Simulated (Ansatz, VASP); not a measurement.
**TlNiF4 in VASP and in Ansatz**

```
Tl Ni F
1.0
     3.59031    0.00000    0.00000
     0.00000    3.59031    0.00000
     0.00000    0.00000    6.31019
Tl Ni F
1 1 4
Cartesian
  1.7952 1.7952 3.1551
  0.0000 0.0000 0.0000
  1.7952 0.0000 0.0000
  0.0000 1.7952 0.0000
  0.0000 0.0000 1.7271
  0.0000 0.0000 4.5831
```

Alike in both runs: task single point; functional PBE; k mesh 5 × 5 × 3; no spin polarisation.

```csv
,VASP,Ansatz
version,VASP 6.6.1,Ansatz 0.2.0
potentials or method,"VASP PAW PBE potentials, release 64 (Tl_d, Ni_sv_GW, F), cutoff 700 eV",PAW plane waves
occupations,"fermi-dirac, width 0.1 eV",fermi-dirac
valence electrons in the cell,59,59
```

Ansatz gave:

```
gap on the k mesh at the Fermi level (eV)                     : none
pressure (GPa)                                                : 16.6
traceless stress, the component that is largest in VASP (GPa) : 0.20
rms of the force components (eV/Å)                            : 0.799
```

Question: Estimate VASP's values.

Answer: gap on the k mesh at the Fermi level (eV): none; pressure (GPa): 16.5; traceless stress, the component that is largest in VASP (GPa): 0.49; rms of the force components (eV/Å): 0.837.

Atom by atom the forces differ by 0.037 eV/Å (rms over components). A gap of «none» marks a metal or a gap that the smearing closes.

Neither program's run includes spin-orbit coupling.
